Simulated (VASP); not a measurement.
# MgSi11O23 (a cell with a defect) in VASP: further runs, part 2 of 2

VASP 6.6.1. The steps go on from the part before.

**3. Single point, LDA, collinear spin**

The input, INCAR:

```
SYSTEM = MgSi11O23
PREC     = Accurate       ! precision mode
ENCUT    = 520            ! plane-wave cutoff, eV
EDIFF    = 1E-6           ! SCF threshold, eV
ISMEAR   = -1             ! smearing method
SIGMA    = 0.01           ! smearing width, eV
LREAL    = Auto         
LASPH    = .TRUE.         ! aspherical terms in the spheres
NELM     = 200            ! most SCF steps
ALGO     = Normal         ! electronic algorithm
ISIF     = 2              ! what is computed and relaxed
LWAVE    = .FALSE.        ! write WAVECAR
LCHARG   = .FALSE.        ! write CHGCAR
ISPIN    = 2              ! spin polarisation
MAGMOM   = 0 0 0 0 0 0 0 0 0 0 0.08 0 0 0 0 0 0.01 0.01 0 0 0 0 0 0 0.07 0 0 0 0 0.06 0.01 0 0.05 0 0.01 ! initial moments
LORBIT   = 11             ! projections on sites
NUPDOWN  = 1.0            ! fixed moment
GGA      = CA             ! functional
NBANDS   = 119            ! bands
NELECT   = 185.0        
GGA_COMPAT= .FALSE.
```

The input, KPOINTS:

```
Automatic mesh
0
Gamma
  1 1 1
  0.25 0.25 0.25
```

The input, POSCAR:

```
MgSi11O23
1.0
   -2.5104095144      4.3481568267      5.5092742089
    5.0208190287      0.0000000000      5.5092742089
    5.0208190287      8.6963136534      0.0000000000
Si O Mg
11 23 1
Direct
    0.4008402753      0.9172558861      0.0418363394
    0.9111184887      0.4260684682      0.2738866741
   -0.0038677463     -0.0094343505      0.2670982646
    0.5022223551      0.4947038617      0.0066352798
    0.0896058596      0.5537142331      0.4532462404
    0.5883748394      0.0646723847      0.2081541267
    0.4035348883      0.9438729993      0.5452402992
    0.9059546811      0.4323468621      0.7767753520
    0.0036882178      0.0074823400      0.7643961673
    0.1075422385      0.5695559493      0.9357659188
    0.5934431199      0.0862544493      0.7096441859
    0.0734430708      0.4750404472      0.3248225390
    0.5561428955      0.9621990321      0.1001409344
    0.0527171218      0.7962118482      0.3934646156
    0.5545283489      0.2997437306      0.1336107932
    0.1776358190      0.0096173248      0.1190415305
    0.6961969618      0.5292711443      0.3421791423
    0.2894115108      0.4507898405      0.4954817393
    0.8130389986      0.9778072328      0.2191221928
    0.4289158967      0.6830309513      0.0742323413
    0.9460999286      0.1845654457      0.3228492631
    0.4340008554      0.0218566603      0.3666231852
    0.9632855182      0.4959530581      0.0930365562
    0.0721327312      0.4937886607      0.8139309890
    0.5580863541      1.0303249642      0.5801581458
    0.0664521376      0.8090657401      0.8875712156
    0.1770873681      0.0498210453      0.6179150418
    0.6921306805      0.5276971113      0.8702289364
    0.3340396599      0.4758722737      0.9455838109
    0.8184400532      0.9864245953      0.7220157098
    0.4396199301      0.7152733386      0.6096817190
    0.9334200711      0.1939166108      0.8351106548
    0.4373489198      0.0179218233      0.8654176522
    0.9079222311      0.5106704305      0.6046160080
    0.4973058461      0.5184004377      0.5143786530
```

Potentials or basis: VASP PAW LDA potentials, release 64 (Si, O, Mg).

Started as:

```bash
> cat potpaw_LDA.64/Si/POTCAR potpaw_LDA.64/O/POTCAR potpaw_LDA.64/Mg/POTCAR > POTCAR
> mpirun -np 1 vasp_std > vasp.out
```

Run time: 6.5 min. Hardware: 1 thread of Oxide Virtual Turin-like, shared host; peak memory 0.46 GiB.

The run converged. Its results:

```
Free energy                                           : -290.6401 eV
Largest force                                         : 0.410 eV/Å
Net moment                                            : 1.00 μB per cell
Site moments                                          : Si +0.00, -0.00, +0.21 (each value once); O +0.00, +0.01, +0.07, +0.06, +0.05 (each value once); Mg +0.01 μB
Valence electrons inside the program's atomic spheres : Si 1.65, 1.67, 1.66, 1.64, 1.62 (each value once); O 5.20, 5.21, 5.19, 5.14, 5.18, 5.13 (each value once); Mg 0.46
```

Forces on the atoms (eV/Å):
```
Si   0.003 -0.017 -0.020
Si  -0.086 -0.008  0.021
Si  -0.008 -0.012  0.009
Si   0.019  0.025  0.017
Si   0.035 -0.038 -0.014
Si  -0.037 -0.018  0.010
Si   0.072 -0.095  0.082
Si   0.047  0.011 -0.012
Si   0.028  0.025 -0.011
Si  -0.054 -0.016  0.023
Si  -0.210  0.054 -0.205
O    0.283 -0.006 -0.188
O    0.282 -0.047 -0.110
O   -0.187 -0.227 -0.126
O   -0.155 -0.188 -0.104
O   -0.088  0.266 -0.119
O   -0.143  0.214 -0.011
O    0.210 -0.103  0.058
O    0.260  0.056  0.096
O   -0.112 -0.234  0.152
O   -0.100 -0.284  0.114
O   -0.125  0.227  0.151
O   -0.054  0.207  0.154
O    0.259  0.032 -0.188
O    0.154  0.045 -0.281
O   -0.189 -0.241 -0.091
O   -0.135  0.279 -0.125
O   -0.151  0.170 -0.176
O    0.310  0.062  0.095
O    0.243  0.081  0.133
O    0.013 -0.261  0.131
O   -0.143 -0.306  0.148
O   -0.126  0.231  0.100
O   -0.181  0.284  0.234
Mg   0.063 -0.169  0.052
```

Caveat: the k points lie up to 0.92 Å⁻¹ apart, too coarse for converged energies, forces and pressures; the cell carries a net charge on a neutralising background, which shifts energy and pressure; the total moment is fixed, so each spin has its own Fermi level and the state may be an excited one.

**4. Single point, LDA, collinear spin**

The input, INCAR:

```
SYSTEM = MgSi11O23
PREC = Accurate
ENCUT = 520
EDIFF = 1E-6
ISMEAR = -1
SIGMA = 0.01
LREAL = Auto
LASPH = .TRUE.
NELM = 200
ALGO = Normal
ISIF = 2
LWAVE = .FALSE.
LCHARG = .TRUE.
ISPIN = 2
MAGMOM = 0 0 0 0 0 0 0 0 0 0 0 0.09 0 0.01 0 0 0.22 0.21 0.01 0 0.03 0 0 0 0.02 0 0.02 0 0 0 0.18 0 0 0.01 0
LORBIT = 11
NUPDOWN = 1.0
LELF = .TRUE.
LVHAR = .TRUE.
NELECT = 183.0
NBANDS = 119
GGA_COMPAT = .FALSE.
```

KPOINTS is that of step 3.

The input, POSCAR:

```
MgSi11O23
1.0
   -2.5104095144      4.3481568267      5.5092742089
    5.0208190287      0.0000000000      5.5092742089
    5.0208190287      8.6963136534      0.0000000000
Si O Mg
11 23 1
Direct
    0.3998944810      0.9078398897      0.0605608602
    0.9169900608      0.4274095582      0.2646295081
    0.0012278315     -0.0020356763      0.2638888701
    0.5004864275      0.5124137765      0.0070478570
    0.0806505798      0.5719081517      0.4491445443
    0.5950725494      0.0786071621      0.2091192698
    0.3958967051      0.9508468458      0.5432835315
    0.9055273114      0.4532462632      0.7687772371
   -0.0023822549      0.0147631730      0.7681895254
    0.1134394512      0.5833536074      0.9309815532
    0.6404481837     -0.1190780411      0.7580608468
    0.0560217316      0.4957518158      0.3241907499
    0.5444206075      0.9582911946      0.1239799998
    0.0758996906      0.8055944401      0.3865464967
    0.5929336092      0.3039798790      0.1032721457
    0.1758059234      0.0213012286      0.1124663059
    0.6955354344      0.5336176802      0.3273327062
    0.2756500575      0.4379341960      0.4966800022
    0.8153624610      0.9764176522      0.2261787966
    0.4235360582      0.6702368132      0.1027509166
    0.9474964500      0.1900894774      0.3241054068
    0.4420031603      0.0719427366      0.3703321062
    0.9767509757      0.4928185473      0.0866459475
    0.0707376883      0.5043741774      0.8121162747
    0.5728490890      0.9516443085      0.6094186127
    0.0661072148      0.8231372266      0.8953201236
    0.1789439834      0.0601379288      0.6272945134
    0.6828522628      0.6068464470      0.8494334936
    0.3451324174      0.4989539224      0.9326041818
    0.8371339939      0.9516395454      0.7236418194
    0.4027131575      0.7224880623      0.5825764390
    0.8984299920      0.2221514473      0.8218528143
    0.4663695659     -0.0297871034      0.8813153331
    0.8971479400      0.5479869525      0.5997381726
    0.4895286710      0.5170719974      0.4941857528
```

Started as:

```bash
> cat potpaw_LDA.64/Si/POTCAR potpaw_LDA.64/O/POTCAR potpaw_LDA.64/Mg/POTCAR > POTCAR
> mpirun -np 1 vasp_std > vasp.out
```

It took 8.7 min on 1 thread of Oxide Virtual Turin-like, shared host; peak memory 0.47 GiB.

The run converged. Its results:

| Item | Value |
| --- | --- |
| Free energy | -295.0178 eV |
| Largest force | 0.460 eV/Å |
| Net moment | 1.00 μB per cell |
| Site moments | Si +0.00, -0.01, -0.00 (each value once); O +0.09, +0.00, +0.01, +0.22, +0.21, +0.03, +0.02, -0.00, +0.18 (each value once); Mg -0.00 μB |
| Valence electrons inside the program's atomic spheres | Si 1.65, 1.67, 1.64, 1.60, 1.61, 1.62, 1.58, 1.59 (each value once); O 5.18, 5.21, 5.19, 5.20, 5.07, 5.17, 5.09, 5.08, 5.16 (each value once); Mg 0.45 |

Forces in eV/Å, atoms in the order of the input:
```
Si  -0.010 -0.011  0.008
Si   0.041 -0.045  0.010
Si  -0.018  0.008 -0.005
Si  -0.003  0.030 -0.021
Si  -0.009  0.002  0.025
Si  -0.049 -0.010  0.006
Si   0.034 -0.003  0.067
Si   0.027 -0.015  0.035
Si   0.024 -0.008 -0.019
Si  -0.049 -0.005 -0.012
Si   0.028 -0.056  0.078
O    0.206  0.022 -0.170
O    0.233 -0.070 -0.055
O   -0.128 -0.272 -0.198
O    0.030 -0.113 -0.158
O   -0.084  0.347 -0.152
O   -0.183  0.213 -0.004
O    0.247 -0.203  0.089
O    0.260  0.031  0.157
O   -0.127 -0.311  0.230
O   -0.142 -0.321  0.128
O   -0.243  0.190 -0.002
O   -0.015  0.176  0.181
O    0.306 -0.006 -0.143
O    0.071  0.068 -0.337
O   -0.227 -0.277 -0.108
O   -0.157  0.198 -0.143
O   -0.015  0.011  0.000
O    0.353  0.099  0.078
O    0.103  0.224 -0.120
O    0.043 -0.150  0.213
O   -0.185 -0.149  0.215
O   -0.294  0.326 -0.137
O   -0.163  0.294  0.209
Mg   0.096 -0.212  0.055
```

Caveat: the k points lie up to 0.92 Å⁻¹ apart, too coarse for converged energies, forces and pressures; the cell carries a net charge on a neutralising background, which shifts energy and pressure; the total moment is fixed, so each spin has its own Fermi level and the state may be an excited one.
